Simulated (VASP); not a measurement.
# MnO (Fm-3m) in VASP: single point with LDA

Aim: the single point of MnO with LDA.

Everything below comes from runs of VASP 6.6.1. Logs are shortened: lines on timing, memory, paths and dates and some standing lists are left out, and cuts for length are marked.

### 1 The cell of the first run

The structure is cubic, space group Fm-3m (No. 225). The conventional cell has a = 4.445 Å, b = 4.445 Å, c = 4.445 Å, α = 90.00°, β = 90.00°, γ = 90.00°. Within 2.9 Å of Mn (site symmetry m-3m) lie 6 O at 2.22 Å. Within 2.9 Å of O (site symmetry m-3m) lie 6 Mn at 2.22 Å.

### 2 Single point, LDA, non-collinear spin, typed start

The input, INCAR:

```
SYSTEM = MnO
PREC = Accurate
ENCUT = 520
EDIFF = 1E-6
ISMEAR = -1
SIGMA = 0.05
LREAL = .FALSE.
LASPH = .TRUE.
NELM = 150
ALGO = Normal
ISIF = 2
LWAVE = .FALSE.
LCHARG = .FALSE.
LNONCOLLINEAR = .TRUE.
MAGMOM = 0 0 4.5 0 0 -4.5 0 0 -4.5 0 0 0 0 0 0 0 0 0
LORBIT = 11
LMAXMIX = 4
GGA = CA
ISYM = -1
NBANDS = 73
```

The input, KPOINTS:

```
Automatic mesh
0
G
  4 5 3
  0 0 0
```

The input, POSCAR:

```
MnO
1.0
    2.2224000000      2.2224000000      4.4448000000
    4.4448000000      2.2224000000      2.2224000000
    4.4448000000      6.6672000000      2.2224000000
Mn O
3 3
Direct
    0.0000000000      0.0000000000      0.0000000000
    0.3333333000      0.6666667000      0.6666667000
    0.6666667000      0.3333333000      0.3333333000
    0.0000000000      0.5000000000      0.5000000000
    0.3333333000      0.1666667000      0.1666667000
    0.6666667000      0.8333333000      0.8333333000
```

Potentials or basis: VASP PAW LDA potentials, release 64 (Mn_pv, O).

Started as:

```
> cat potpaw_LDA.64/Mn_pv/POTCAR potpaw_LDA.64/O/POTCAR > POTCAR
> mpirun -np 1 vasp_ncl > vasp.out
```

OUTCAR:

```text
SYSTEM = MnO
   PREC = Accurate
   ENCUT = 520
   EDIFF = 1E-6
   ISMEAR = -1
   LREAL = .FALSE.
   LASPH = .TRUE.
   NELM = 150
   ISIF = 2
   LNONCOLLINEAR = .TRUE.
   LORBIT = 11
   GGA = CA
   ISYM = -1

 ion  position               nearest neighbor table
   1  0.000  0.000  0.000-   6 2.22   5 2.22   4 2.22   4 2.22   6 2.22   5 2.22   2 3.14   3 3.14
                             2 3.14   3 3.14   3 3.14   2 3.14   2 3.14   3 3.14   2 3.14   3 3.14
   2  0.333  0.667  0.667-   4 2.22   5 2.22   5 2.22   4 2.22   6 2.22   6 2.22   1 3.14   3 3.14
                             3 3.14   1 3.14   1 3.14   3 3.14   1 3.14   1 3.14   3 3.14   3 3.14
   3  0.667  0.333  0.333-   4 2.22   6 2.22   6 2.22   4 2.22   5 2.22   5 2.22   1 3.14   2 3.14
                             2 3.14   1 3.14   1 3.14   2 3.14   1 3.14   1 3.14   2 3.14   2 3.14
   4  0.000  0.500  0.500-   3 2.22   2 2.22   1 2.22   1 2.22   3 2.22   2 2.22
   5  0.333  0.167  0.167-   1 2.22   2 2.22   2 2.22   1 2.22   3 2.22   3 2.22
   6  0.667  0.833  0.833-   1 2.22   3 2.22   3 2.22   1 2.22   2 2.22   2 2.22

IMPORTANT INFORMATION: All symmetrisations will be switched off!
NOSYMM: (Re-)initialisation of all symmetry stuff for point group C_1.

----------------------------------------------------------------------------------------

                                     Primitive cell

  volume of cell :      65.8594

  direct lattice vectors                    reciprocal lattice vectors
     2.222400000  2.222400000  4.444800000    -0.149988001  0.000000000  0.299976002
     4.444800000  2.222400000  2.222400000     0.374970002 -0.224982001 -0.074994000
     4.444800000  6.667200000  2.222400000    -0.074994000  0.224982001 -0.074994000

  length of vectors
     5.443746004  5.443746004  8.315459376     0.335383366  0.443670490  0.248726961

  position of ions in fractional coordinates (direct lattice)
     0.000000000  0.000000000  0.000000000
     0.333333300  0.666666700  0.666666700
     0.666666700  0.333333300  0.333333300
     0.000000000  0.500000000  0.500000000
     0.333333300  0.166666700  0.166666700
     0.666666700  0.833333300  0.833333300

  ion indices of the primitive-cell ions
   primitive index   ion index
                 1           1
                 2           2
                 3           3
                 4           4
                 5           5
                 6           6

----------------------------------------------------------------------------------------

 KPOINTS: Automatic mesh

Automatic generation of k-mesh.
 Grid dimensions read from file:
 generate k-points for:    4    5    3

 Generating k-lattice:

[... 134 lines left out ...]
 fundamental gap:      0.0834820569
 Fermi energy:         7.3253099721

 k-point     1 :       0.0000    0.0000    0.0000
  band No.  band energies     occupation
      1     -42.6909      1.00000
      2     -42.6435      1.00000
      3     -42.6334      1.00000
      4     -42.6319      1.00000
      5     -42.6049      1.00000
      6     -42.5957      1.00000
[... 1717 lines left out ...]
     68       9.3203      0.00000
     69       9.4642      0.00000

 [... further k-points ...]

 [bands above 69 left out]

------------------------ aborting loop because EDIFF is reached ----------------------------------------

  FORCE on cell =-STRESS in cart. coord.  units (eV):
  Direction    XX          YY          ZZ          XY          YZ          ZX
  --------------------------------------------------------------------------------------
  -------------------------------------------------------------------------------------
  Total       -5.3197707     -5.7552487     -5.3771875      0.0033110      0.0001375     -0.4329768
  in kB     -129.4152801   -140.0092549   -130.8120715      0.0805469      0.0033449    -10.5331254
  external PRESSURE =    -133.4122022 kB  Pullay stress =       0.0000000 kB

 VOLUME and BASIS-vectors are now :
 -----------------------------------------------------------------------------
  energy-cutoff  :      520.00
  volume of cell :       65.86
      direct lattice vectors                 reciprocal lattice vectors
     2.222400000  2.222400000  4.444800000    -0.149988001  0.000000000  0.299976002
     4.444800000  2.222400000  2.222400000     0.374970002 -0.224982001 -0.074994000
     4.444800000  6.667200000  2.222400000    -0.074994000  0.224982001 -0.074994000

 POSITION                                       TOTAL-FORCE (eV/Angst)
 -----------------------------------------------------------------------------------
      0.00000      0.00000      0.00000         0.000004      0.000000      0.000006
      6.66720      6.66720      4.44480         0.097311      0.004789      0.091639
      4.44480      4.44480      4.44480        -0.097321     -0.004790     -0.091649
      4.44480      4.44480      2.22240        -0.000005     -0.000000     -0.000003
      2.22240      2.22240      2.22240        -0.055443     -0.001014     -0.055552
      8.88960      8.88960      6.66720         0.055453      0.001014      0.055559
 -----------------------------------------------------------------------------------
    total drift:                                0.000004      0.000001      0.000003

  FREE ENERGIE OF THE ION-ELECTRON SYSTEM (eV)
  ---------------------------------------------------
  free  energy   TOTEN  =       -52.9436059952 eV

  energy  without entropy=      -52.9348441477  energy(sigma->0) =      -52.93922507

 total charge

# of ion       s       p       d       tot
------------------------------------------
    1        0.210   6.180   4.978  11.367
    2        0.211   6.180   4.981  11.371
    3        0.211   6.180   4.981  11.371
    4        1.548   3.391   0.000   4.939
    5        1.552   3.385   0.000   4.937
    6        1.552   3.385   0.000   4.937
--------------------------------------------------
tot          5.283  28.701  14.939  48.922

 magnetization (x)

# of ion       s       p       d       tot
------------------------------------------
    1        0.000   0.000   0.001   0.001
    2       -0.000  -0.000  -0.001  -0.001
    3       -0.000  -0.000  -0.000  -0.000
    4       -0.000  -0.000   0.000  -0.000
    5       -0.000  -0.000   0.000  -0.000
    6       -0.000  -0.000   0.000  -0.000
--------------------------------------------------
tot         -0.000  -0.000  -0.001  -0.001

 magnetization (y)

# of ion       s       p       d       tot
------------------------------------------
    1       -0.000  -0.000  -0.001  -0.001
    2        0.000   0.000   0.001   0.001
    3       -0.000  -0.000  -0.001  -0.001
    4       -0.000  -0.000   0.000  -0.000
    5       -0.000  -0.000   0.000  -0.000
    6       -0.000  -0.000   0.000  -0.000
--------------------------------------------------
tot         -0.000  -0.000  -0.001  -0.001

 magnetization (z)

# of ion       s       p       d       tot
------------------------------------------
    1        0.013   0.016   4.189   4.218
    2       -0.024  -0.019  -4.270  -4.312
    3       -0.024  -0.019  -4.270  -4.312
    4       -0.012  -0.077   0.000  -0.089
    5       -0.011  -0.072   0.000  -0.083
    6       -0.011  -0.072   0.000  -0.083
--------------------------------------------------
tot         -0.069  -0.242  -4.350  -4.662
```

OSZICAR:

```text
N       E                     dE             d eps       ncg     rms          rms(c)
DAV:   1     0.829320749174E+03    0.82932E+03   -0.30610E+04  9048   0.195E+03
DAV:   2     0.602221276356E+02   -0.76910E+03   -0.72267E+03  8810   0.586E+02
DAV:   3    -0.517552852183E+02   -0.11198E+03   -0.10508E+03 10696   0.214E+02
DAV:   4    -0.600557953667E+02   -0.83005E+01   -0.79855E+01 10274   0.510E+01
DAV:   5    -0.602837238809E+02   -0.22793E+00   -0.22563E+00 10454   0.901E+00    0.238E+01
DAV:   6    -0.537062461227E+02    0.65775E+01   -0.62767E+01 11828   0.562E+01    0.210E+01
DAV:   7    -0.529795113829E+02    0.72673E+00   -0.76451E+00 11191   0.303E+01    0.139E+01
DAV:   8    -0.530247472481E+02   -0.45236E-01   -0.14846E+00 10189   0.702E+00    0.865E+00
DAV:   9    -0.529201488733E+02    0.10460E+00   -0.24028E-01 12131   0.511E+00    0.348E+00
DAV:  10    -0.529418364791E+02   -0.21688E-01   -0.62814E-02  9722   0.223E+00    0.105E+00
DAV:  11    -0.529430577050E+02   -0.12212E-02   -0.12788E-02 11904   0.104E+00    0.285E-01
DAV:  12    -0.529436100036E+02   -0.55230E-03   -0.28618E-03  9493   0.446E-01    0.862E-02
DAV:  13    -0.529436076284E+02    0.23752E-05   -0.20388E-04 11004   0.117E-01    0.495E-02
DAV:  14    -0.529436014900E+02    0.61384E-05   -0.53980E-05  9669   0.725E-02    0.321E-02
DAV:  15    -0.529436062156E+02   -0.47256E-05   -0.75594E-06  9458   0.322E-02    0.403E-03
DAV:  16    -0.529436059952E+02    0.22037E-06   -0.53683E-07  4962   0.679E-03
   1 F= -.52943606E+02 E0= -.52939225E+02  d E =-.876185E-02  mag=    -0.0010    -0.0015    -4.9471
```

Run time: 34 min. Hardware: 1 thread of Oxide Virtual Turin-like, shared host; peak memory 0.71 GiB.

What came out:

| Property | Result |
| --- | --- |
| Free energy | -52.9436 eV |
| Pressure | -13.3 GPa |
| Band gap on the k mesh | zero (bands 57 and 58 overlap by 0.20 eV) |
| Net moment | 4.95 μB per cell |
| Valence electrons inside the program's atomic spheres | Mn 11.37; O 4.94 |

Stress tensor (GPa, compression positive):
```
-12.94   0.01  -1.05
  0.01 -14.00   0.00
 -1.05   0.00 -13.08
```

Moments on the atoms (μB; x, y, z):
```
Mn   0.00  0.00  4.22
Mn   0.00  0.00 -4.31
Mn   0.00  0.00 -4.31
O    0.00  0.00 -0.09
O    0.00  0.00 -0.08
O    0.00  0.00 -0.08
```

Caveat: the k points lie up to 0.52 Å⁻¹ apart; semilocal functionals often make such compounds metallic where correlation or magnetic order opens a gap, which also shifts bond lengths.

The gap in the log of VASP goes by the Fermi energy; the results here count the filled bands.